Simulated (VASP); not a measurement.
SrHfBr6:

```
CELL_PARAMETERS angstrom
5.18071 0.00000 0.00000
0.00000 5.18071 0.00000
0.00000 0.00000 10.34235
ATOMIC_POSITIONS crystal
Sr 0.00000 0.00000 0.00000
Hf 0.00000 0.00000 0.50000
Br 0.50000 0.50000 0.00000
Br 0.50000 0.50000 0.50000
Br 0.50000 0.00000 0.25699
Br 0.50000 0.00000 0.74301
Br 0.00000 0.50000 0.25699
Br 0.00000 0.50000 0.74301
```

| Quantity | Value |
| --- | --- |
| Program | VASP 6.6.1 |
| Task | relaxation of cell and atoms |
| Functional | PBEsol |
| Potentials or basis | VASP PAW PBE potentials, release 64 (Sr_sv, Hf_pv, Br) |
| Cutoff | 600 eV |
| k mesh | 4 × 4 × 2 |
| Occupations | fermi-dirac, width 0.03 eV |
| Spin | no spin polarisation |

At the start: pressure -8.1 GPa; volume 34.70 Å³/atom.

Task: Where does the relaxation end?

Result: Over 16 steps the energy falls by 477.4 meV/atom and the volume is 25.53 Å³/atom (-26.4 %); space group P4/mmm (No. 123, to 0.1 Å) before and after.

The path:
| step | energy change (eV) | largest force (eV/Å) | pressure (GPa) | volume (Å³) |
| --- | --- | --- | --- | --- |
| 1 | 0.0000 | 0.9776 | -8.07 | 277.59 |
| 2 | -2.9019 | 1.1323 | -3.75 | 213.10 |
| 3 | -3.1887 | 1.0829 | 0.25 | 194.85 |
| 4 | -3.1899 | 1.0757 | 0.74 | 193.12 |
| 5 | -3.4211 | 0.8397 | 1.04 | 192.72 |
| 6 | -3.6778 | 0.0663 | 2.79 | 191.45 |
| 7 | -3.7675 | 0.0657 | -0.69 | 206.53 |
| 8 | -3.7744 | 0.0709 | -0.02 | 203.13 |
| 9 | -3.8069 | 0.0235 | 0.00 | 203.42 |
| 10 | -3.8185 | 0.0249 | 0.05 | 203.66 |
| 11 | -3.8186 | 0.0223 | 0.04 | 203.65 |
| 12 | -3.8186 | 0.0206 | 0.04 | 203.64 |
| 13 | -3.8187 | 0.0194 | -0.01 | 203.93 |
| 14 | -3.8188 | 0.0176 | -0.07 | 204.29 |
| 15 | -3.8189 | 0.0127 | -0.06 | 204.28 |
| 16 | -3.8190 | 0.0009 | -0.01 | 204.25 |

Final structure:
```xyz
8
Lattice="4.6599 0.0000 0.0000 0.0000 4.6599 0.0000 0.0000 0.0000 9.4062" Properties=species:S:1:pos:R:3 pbc="T T T"
Sr    0.0000    0.0000    0.0000
Hf    0.0000    0.0000    4.7031
Br    2.3299    2.3299    0.0000
Br    2.3299    2.3299    4.7031
Br    2.3299    0.0000    2.7690
Br    2.3299    0.0000    6.6372
Br    0.0000    2.3299    2.7690
Br    0.0000    2.3299    6.6372
```

Caveat: the volume moved by over 15 % at a fixed basis, so the end points are rough; the PAW data sets were made with another functional, which shifts forces and pressure a little.
